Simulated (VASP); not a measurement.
Set up this calculation in VASP 6.6.1, as the native input.

| Quantity | Value |
| --- | --- |
| Task | single point |
| Functional | PBE |
| Potentials or basis | VASP PAW PBE potentials, release 64 (Ir) |
| Cutoff | 520 eV |
| k mesh | 10 × 10 × 5 |
| Occupations | fermi-dirac, width 0.3 eV |
| Spin | no spin polarisation |
| Dipole correction | no |
| Further INCAR settings | ALGO = Normal; EDIFF = 1e-07; NBANDS = 16 |

The structure of Ir lies in POSCAR:

```
Ir
1.0
    2.7141926579      0.0000000000      0.0000000000
   -1.3570963289      2.3505595523      0.0000000000
    0.0000000000      0.0000000000      4.4019813909
Ir
2
Direct
    0.6666666667      0.3333333333      0.7500000000
    0.3333333333      0.6666666667      0.2500000000
```

The input as run:

INCAR

```
  PREC = Accurate
  ENCUT = 520
  EDIFF = 1E-7
  ISMEAR = -1
  SIGMA = 0.3
  LREAL = False
  LASPH = True
  NELM = 80
  ALGO = Normal
  ISIF = 2
  LWAVE = False
  LCHARG = False
  GGA = PE
  NBANDS = 16
```

KPOINTS

```
Automatic mesh
0
Gamma
  10 10 5
```

Potentials or basis: VASP PAW PBE potentials, release 64 (Ir).

The run is started by

```bash
$ cat potpaw_PBE.64/Ir/POTCAR > POTCAR
$ mpirun -np 1 vasp_std > vasp.out
```

It gave:

```yaml
Pressure: 17.6 GPa
Band_gap_on_the_k_mesh: zero (band 9 reaches 11.68 eV, above the bottom of band 10 at 8.45 eV)
```

Caveat: spin-orbit coupling is left out, which moves the levels of the heavy elements.

Run time: 30 s on 1 thread of Intel Xeon 6975P-C (shared host), peak memory 0.15 GiB.
